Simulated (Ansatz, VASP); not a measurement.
## Ta in VASP and in Ansatz

```xyz
1
Lattice="-1.7004 1.6402 1.5582 1.7004 -1.6402 1.5582 1.7004 1.6402 -1.5582" Properties=species:S:1:pos:R:3 pbc="T T T"
Ta    0.0000    0.0000    0.0000
```

Change from the starting cell: normal strain along x +0.0367, normal strain along z -0.0500.

Alike in both runs: task single point; functional PBEsol; k mesh 20 × 20 × 20; occupations gaussian, width 0.15 eV; no spin polarisation.

```csv
,VASP,Ansatz
version,VASP 6.6.1,Ansatz 0.2.0
potentials or method,"VASP PAW PBE potentials, release 64 (Ta_pv), cutoff 520 eV","scalar-relativistic, plane waves, PAW"
valence electrons in the cell,11,13
```

|  | VASP | Ansatz | Ansatz less VASP |
| --- | --- | --- | --- |
| gap on the k mesh at the Fermi level (eV) | none | none | - |
| pressure (GPa) | 4.3 | 4.0 | -0.26 |
| traceless stress, the component that is largest in VASP (GPa) | 4.93 | 4.93 | +0.002 |

VASP's potentials were made for PBE, not for PBEsol, and Ansatz warns of the same on its side. A gap of «none» marks a metal or a gap that the smearing closes. The functional is the same, so the differences come from potentials, cutoffs and numerics. VASP's potentials hold 11 valence electrons a cell and Ansatz's 13, so a difference there can come from the potentials and not from the codes.

Neither program's run includes spin-orbit coupling.
